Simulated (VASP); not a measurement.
Write the native input for VASP 6.6.1 that does the following.

| Quantity | Value |
| --- | --- |
| Task | single point |
| Functional | PBE |
| Potentials or basis | VASP PAW PBE potentials, release 64 (Re) |
| Cutoff | 520 eV |
| k mesh | 9 × 9 × 13 |
| Occupations | fermi-dirac, width 0.1 eV |
| Spin | no spin polarisation |
| Dipole correction | no |
| Further INCAR settings | ALGO = Normal; EDIFF = 1e-06; NBANDS = 18 |

The structure of Re lies in POSCAR:

```
Re
1.0
    4.4941342176      0.0000000000      0.0000000000
   -2.2470671088      3.8920344005      0.0000000000
    0.0000000000      0.0000000000      2.8156454143
Re
3
Direct
    0.0000000000      0.0000000000      1.0000000000
    0.3333333333      0.6666666667      0.5000000000
    0.6666666667      0.3333333333      0.5000000000
```

This isn't the form of Re at room conditions, which is hcp.

These files were run (other wordings do the same):

INCAR

```
SYSTEM = Re
PREC     = Accurate       ! precision mode
ENCUT    = 520            ! plane-wave cutoff, eV
EDIFF    = 1E-6           ! SCF threshold, eV
ISMEAR   = -1             ! smearing method
SIGMA    = 0.1            ! smearing width, eV
LREAL    = .False.        ! projectors in reciprocal space
LASPH    = .True.         ! aspherical terms in the spheres
NELM     = 100            ! most SCF steps
ALGO     = Normal         ! electronic algorithm
ISIF     = 2              ! what is computed and relaxed
LWAVE    = .False.        ! write WAVECAR
LCHARG   = .False.        ! write CHGCAR
GGA      = PE             ! functional
NBANDS   = 18             ! bands
```

KPOINTS

```
regular mesh
0
Gamma
  9 9 13
  0 0 0
```

Potentials or basis: VASP PAW PBE potentials, release 64 (Re).

The run is started by

```bash
$ cat potpaw_PBE.64/Re/POTCAR > POTCAR
$ mpirun -np 1 vasp_std > vasp.out
```

Results of the run:

```json
{
 "Pressure": "-23.4 GPa",
 "Band gap on the k mesh": "zero (an odd number of electrons rules out a gap without spin polarisation)"
}
```

Caveat: the cell stands under tension; spin-orbit coupling is left out, which moves the levels of the heavy elements.

It took 46 s on 1 thread of Intel(R) Xeon(R) Platinum 8488C (Sapphire Rapids) (shared host), peak memory 0.21 GiB.
